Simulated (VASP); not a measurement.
Runs of VASP 6.6.1 on Sb. The structure is that of space group Fd-3m (No. 227), or close to it. The cells are those of the table. 

```tsv
task	cell	k mesh	cutoff (eV)	gap on the mesh (eV)	pressure (GPa)
single point	a = 4.856 Å, angles 60.0°, 2 atoms	4 × 4 × 4	520	none	0.4
single point	a = 4.909 Å, angles 60.0°, 2 atoms	14 × 14 × 14	520	none	0.0
single point	a = 4.589 Å, angles 60.0°, 2 atoms	6 × 6 × 6	520	none	(a)
relaxation of cell and atoms	relaxed from a = 4.589 Å, angles 60.0°, 2 atoms	4 × 4 × 4	600	none	0.0
```

Alike in all rows: level r2SCAN; potentials or basis VASP PAW PBE potentials, release 64 (Sb); no spin polarisation; smearing gaussian 0.1 eV.

Q: Estimate the missing entries.

A: (a) 11.3.

Caveats: some runs use coarse meshes; the PAW data sets were made with another functional, which shifts forces and pressure a little; spin-orbit coupling is left out, which moves the levels of the heavy elements.

A k mesh can miss the band edges, and the runs leave out spin-orbit coupling on Sb.

A gap of «none» marks levels without a gap at the run's occupations.
